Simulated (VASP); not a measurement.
The system is Rb3Na.

```
CELL_PARAMETERS angstrom
6.76060 0.00000 0.00000
0.00000 6.76060 0.00000
0.00000 0.00000 6.76060
ATOMIC_POSITIONS crystal
Rb 0.00000 0.50000 0.50000
Rb 0.50000 0.00000 0.50000
Rb 0.50000 0.50000 0.00000
Na 0.00000 0.00000 0.00000
```

| Property | Result |
| --- | --- |
| Program | VASP 6.6.1 |
| Task | relaxation of cell and atoms |
| Functional | LDA |
| Potentials or basis | VASP PAW LDA potentials, release 64 (Rb_sv, Na_pv) |
| Cutoff | 600 eV |
| k mesh | 3 × 3 × 3 |
| Occupations | methfessel-paxton, width 0.1 eV |
| Spin | no spin polarisation |

At the start: pressure -0.5 GPa; volume 77.25 Å³/atom.

Problem. Where does the relaxation end?

Solution. Over 5 steps the energy falls by 19.4 meV/atom and the volume is 66.15 Å³/atom (-14.4 %); space group Pm-3m (No. 221, to 0.1 Å) before and after.

Step by step:
```csv
step,energy change (eV),largest force (eV/Å),pressure (GPa),volume (Å³)
1,0.0000,0.0000,-0.48,309.00
2,-0.0284,0.0000,-0.41,298.76
3,-0.0717,0.0000,-0.16,274.96
4,-0.0178,0.0000,0.65,231.23
5,-0.0776,0.0000,-0.02,264.59
```

Final structure:
```xyz
4
Lattice="6.4198 0.0000 0.0000 0.0000 6.4198 0.0000 0.0000 0.0000 6.4198" Properties=species:S:1:pos:R:3 pbc="T T T"
Rb    0.0000    3.2099    3.2099
Rb    3.2099    0.0000    3.2099
Rb    3.2099    3.2099    0.0000
Na    0.0000    0.0000    0.0000
```
